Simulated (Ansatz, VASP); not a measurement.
# Two plane-wave programs on Te2Mo

The input INCAR:

```
SYSTEM = Te2Mo
PREC     = Accurate       ! precision mode
ENCUT    = 500            ! plane-wave cutoff, eV
EDIFF    = 1E-7           ! SCF threshold, eV
ISMEAR   = 0              ! smearing method
SIGMA    = 0.01           ! smearing width, eV
LREAL    = .FALSE.        ! projectors in reciprocal space
LASPH    = .TRUE.         ! aspherical terms in the spheres
NELM     = 120            ! most SCF steps
ALGO     = Normal         ! electronic algorithm
ISIF     = 3              ! what is computed and relaxed
LWAVE    = .FALSE.        ! write WAVECAR
LCHARG   = .FALSE.        ! write CHGCAR
GGA      = PE             ! functional
IBRION   = 2              ! ionic algorithm
NSW      = 80             ! ionic steps
EDIFFG   = -0.001         ! ionic threshold
GGA_COMPAT= .FALSE.      
NELMIN   = 4
```

File KPOINTS:

```
Automatic mesh
0
G
  12 12 2
  0 0 0
```

Contents of POSCAR:

```
Te2Mo
1.0
    3.5570665033      0.0000000000      0.0000000000
   -1.7785332516      3.0805099548      0.0000000000
    0.0000000000      0.0000000000     15.2047167558
Te Mo
4 2
Direct
    0.3333333333      0.6666666667      0.6310943400
    0.6666666667      0.3333333333      0.1310943400
    0.3333333333      0.6666666667      0.8689056600
    0.6666666667      0.3333333333      0.3689056600
    0.3333333333      0.6666666667      0.2500000000
    0.6666666667      0.3333333333      0.7500000000
```

Input for Ansatz:

```yaml
crystal:
  lattice:
    - [3.5570665033, 0.0, 0.0]
    - [-1.7785332516, 3.0805099548, 0.0]
    - [0.0, 0.0, 15.2047167558]
  atoms:
    - { symbol: Te, position: [0.3333333333, 0.6666666667, 0.63109434] }
    - { symbol: Te, position: [0.6666666667, 0.3333333333, 0.13109434] }
    - { symbol: Te, position: [0.3333333333, 0.6666666667, 0.86890566] }
    - { symbol: Te, position: [0.6666666667, 0.3333333333, 0.36890566] }
    - { symbol: Mo, position: [0.3333333333, 0.6666666667, 0.25] }
    - { symbol: Mo, position: [0.6666666667, 0.3333333333, 0.75] }
basis:
  ecutwfc: 420
kpoints:
  mp_grid: { grid: [12, 12, 2] }
hamiltonian:
  xc: pbe
scf:
  occupations: { method: fixed }
output:
  forces: true
  stress: true
  eigenvalues: true
relax:
  adjacent_minimum: "off"
  f_tol: 0.001
  max_steps: 60
  cell: { stress_tol: 0.01 }
```

Alike in both runs: task relaxation of cell and atoms; functional PBE; k mesh 12 × 12 × 2; no spin polarisation.

|  | VASP | Ansatz |
| --- | --- | --- |
| version | VASP 6.6.1 | Ansatz 0.2.0 |
| potentials or method | VASP PAW PBE potentials, release 64 (Te, Mo_sv), cutoff 500 eV | scalar-relativistic, plane waves, PAW |
| occupations | gaussian, width 0.01 eV | fixed |
| valence electrons in the cell | 52 | 92 |

VASP gave:

| Property | Result |
| --- | --- |
| gap on the k mesh at the Fermi level, each at its own relaxed structure (eV) | 1.01 |
| relaxed volume (Å³/atom) | 27.95 |
| relaxed cell length with the largest relative difference (Å) | 15.319 |

Which values does Ansatz return?

gap on the k mesh at the Fermi level, each at its own relaxed structure (eV): 1.02; relaxed volume (Å³/atom): 28.01; relaxed cell length with the largest relative difference (Å): 15.343.

VASP's potentials hold 52 valence electrons a cell and Ansatz's 92, so a difference there can come from the potentials and not from the codes.

Spin-orbit coupling is off throughout.
